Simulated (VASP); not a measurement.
Set up this calculation in VASP 6.6.1, as the native input.

```yaml
Task: single point
Functional: r2SCAN
Potentials_or_basis: VASP PAW PBE potentials, release 64 (Pb_d, S)
Cutoff: 520 eV
k_mesh: 9 × 9 × 9
Occupations: gaussian, width 0.05 eV
Spin: no spin polarisation
Dipole_correction: no
Further_INCAR_settings: ALGO = Normal; EDIFF = 1e-07; NBANDS = 17
```

The system is PbS.

```
Pb S
1.0
     2.25980    1.30470    3.86497
    -2.25980    1.30470    3.86497
     0.00000   -2.60939    3.86497
Pb S
1 1
Direct
  0.97815 0.97815 0.97815
  0.47745 0.47745 0.47745
```

These files were run (other wordings do the same):

POSCAR

```
PbS
1.0
    2.2598000000      1.3046961383      3.8649666667
   -2.2598000000      1.3046961383      3.8649666667
    0.0000000000     -2.6093922766      3.8649666667
Pb S
1 1
Direct
    0.9781509158      0.9781509158      0.9781509158
    0.4774504142      0.4774504142      0.4774504142
```

INCAR.step1

```
PREC = Accurate
ENCUT = 520
ISMEAR = 0
SIGMA = 0.05
LREAL = False
LASPH = True
NELM = 100
NBANDS = 17
GGA = PE
ALGO = Normal
EDIFF = 1E-4
LWAVE = True
LCHARG = False
```

INCAR.step2

```
PREC = Accurate
ENCUT = 520
EDIFF = 1E-7
ISMEAR = 0
SIGMA = 0.05
LREAL = False
LASPH = True
NELM = 100
ALGO = Normal
ISIF = 2
LWAVE = False
LCHARG = True
METAGGA = R2SCAN
LMIXTAU = True
LELF = True
LVHAR = True
NBANDS = 17
ISTART = 1
```

KPOINTS

```
Automatic mesh
0
Gamma
  9 9 9
```

Potentials or basis: VASP PAW PBE potentials, release 64 (Pb_d, S).

The run is started by

```console
$ cat potpaw_PBE.64/Pb_d/POTCAR potpaw_PBE.64/S/POTCAR > POTCAR
$ cp INCAR.step1 INCAR
$ mpirun -np 1 vasp_std > vasp.out
$ cp INCAR.step2 INCAR
$ mpirun -np 1 vasp_std > vasp.out
```

Results of the run:

The pressure is -8.4 GPa. The largest force is 0.017 eV/Å.

Caveat: the cell stands under tension; the PAW data sets were made with another functional, which shifts forces and pressure a little.

It took 14 min on 1 thread of AMD EPYC 7R13, on a shared host, peak memory 0.25 GiB.
